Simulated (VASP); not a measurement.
A run of VASP 6.6.1 is set up as follows.

Contents of INCAR:

```
SYSTEM = Si
  PREC = Accurate
  ENCUT = 520
  EDIFF = 1E-6
  ISMEAR = 0
  SIGMA = 0.02
  LREAL = .FALSE.
  LASPH = .TRUE.
  NELM = 80
  ALGO = Normal
  ISIF = 2
  LWAVE = .FALSE.
  LCHARG = .FALSE.
  GGA = PS
  NBANDS = 11
```

The input KPOINTS:

```
regular mesh
0
G
  12 12 12
  0 0 0
```

Contents of POSCAR:

```
Si
1.0
    0.0000000000      2.7169171026      2.7169171026
    2.7169171026      0.0000000000      2.7169171026
    2.7169171026      2.7169171026      0.0000000000
Si
2
Direct
    0.7500000000      0.7500000000      0.7500000000
    0.5000000000      0.5000000000      0.5000000000
```

Potentials or basis: VASP PAW PBE potentials, release 64 (Si).

Command:

```bash
$ cat potpaw_PBE.64/Si/POTCAR > POTCAR
$ mpirun -np 1 vasp_std > vasp.out
```

Q: What does it give for the band gap on the k mesh?

A: 0.46 eV, indirect (least direct gap 2.52 eV).

Q: What does it give for the pressure?

A: 0.1 GPa.

Caveat: the PAW data sets were made with another functional, which shifts forces and pressure a little. A k mesh can miss the band edges.
